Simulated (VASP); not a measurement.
LiH: single point with PBE

LiH:

```
Li H
1.0
     0.00000    1.99847    1.99847
     1.99847    0.00000    1.99847
     1.99847    1.99847    0.00000
Li H
1 1
Direct
  0.00000 0.00000 0.00000
  0.50000 0.50000 0.50000
```

```yaml
Program: VASP 6.6.1
Task: single point
Functional: PBE
Potentials_or_basis: VASP PAW PBE potentials, release 64 (Li_sv, H)
Cutoff: 520 eV
k_mesh: 5 × 5 × 5
Occupations: gaussian, width 0.01 eV
Spin: no spin polarisation
```

```
Band gap on the k mesh : 4.00 eV
```

Levels at points of the mesh, in eV from the valence-band top:
```csv
k point,band 1,band 2,band 3,band 4,band 5
"(0.00, 0.00, 0.00)",-43.99,-5.18,16.50,18.27,18.27
```

It took 2.5 s on 1 thread of Intel(R) Xeon(R) Platinum 8488C (Sapphire Rapids), on a shared host, peak memory 0.12 GiB.

Caveat: the k points lie up to 0.54 Å⁻¹ apart; an odd mesh through Γ misses points on the zone boundary, where band edges can lie.
